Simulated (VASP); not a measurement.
The system is Pt.

```xyz
1
Lattice="-0.0294 1.9432 1.9432 1.9432 -0.0294 1.9432 1.9432 1.9432 -0.0294" Properties=species:S:1:pos:R:3 pbc="T T T"
Pt    0.0000    0.0000    0.0000
```

This cell differs from its parent crystal: equal xy, yz and zx shear strains of -1.5 %.

Base run:

* Program: VASP 6.6.1
* Functional: PBE
* Potentials or basis: VASP PAW PBE potentials, release 64 (Pt)
* Cutoff: 520 eV
* k mesh: 18 × 18 × 18
* Occupations: fermi-dirac, width 0.03 eV
* Spin: no spin polarisation

Its results: band gap on the k mesh zero (band 5 reaches 11.88 eV, above the bottom of band 6 at 9.53 eV); pressure 11.1 GPa.

The run is repeated on the same cell with these changes: potentials or basis from VASP PAW PBE potentials, release 64 (Pt) to VASP PAW PBE potentials, release 64 (Pt_sv_GW); cutoff from 520 eV to 430 eV; further incar settings from ALGO = Normal; EDIFF = 1e-08; NBANDS = 11 to ALGO = Normal; EDIFF = 1e-08; NBANDS = 15; valence electrons from 10 to 18. What comes out?

Band gap on the k mesh zero (band 9 reaches 11.37 eV, above the bottom of band 10 at 9.02 eV); pressure 8.7 GPa.

Caveats: spin-orbit coupling is left out, which moves the levels of the heavy elements.
